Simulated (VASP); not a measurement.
## Mo: single point with PBE

Crystal: Mo.

```
CELL_PARAMETERS angstrom
0.00000 1.98437 1.98437
1.98437 0.00000 1.98437
1.98437 1.98437 0.00000
ATOMIC_POSITIONS crystal
Mo 0.00000 0.00000 0.00000
```

```
Program             : VASP 6.6.1
Task                : single point
Functional          : PBE
Potentials or basis : VASP PAW PBE potentials, release 64 (Mo_sv)
Cutoff              : 520 eV
k mesh              : 18 × 18 × 18
Occupations         : gaussian, width 0.05 eV
Spin                : no spin polarisation
```

- Pressure: 6.9 GPa
- Band gap on the k mesh: zero (band 7 reaches 16.30 eV, above the bottom of band 8 at 11.42 eV)

Levels at points of the mesh, in eV from the Fermi level:
| k point | band 5 | band 6 | band 7 | band 8 | band 9 | band 10 |
| --- | --- | --- | --- | --- | --- | --- |
| (0.00, 0.00, 0.00) | -6.78 | -0.73 | -0.73 | -0.73 | 2.05 | 2.05 |
| (0.50, 0.00, 0.00) | -4.70 | -0.92 | -0.92 | 1.66 | 4.18 | 4.18 |
| (0.50, 0.50, 0.00) | -5.10 | -4.41 | 4.14 | 4.20 | 4.79 | 4.79 |

Run time: 25 s on 1 thread of Intel Xeon 6975P-C, on a shared host, peak memory 0.17 GiB.
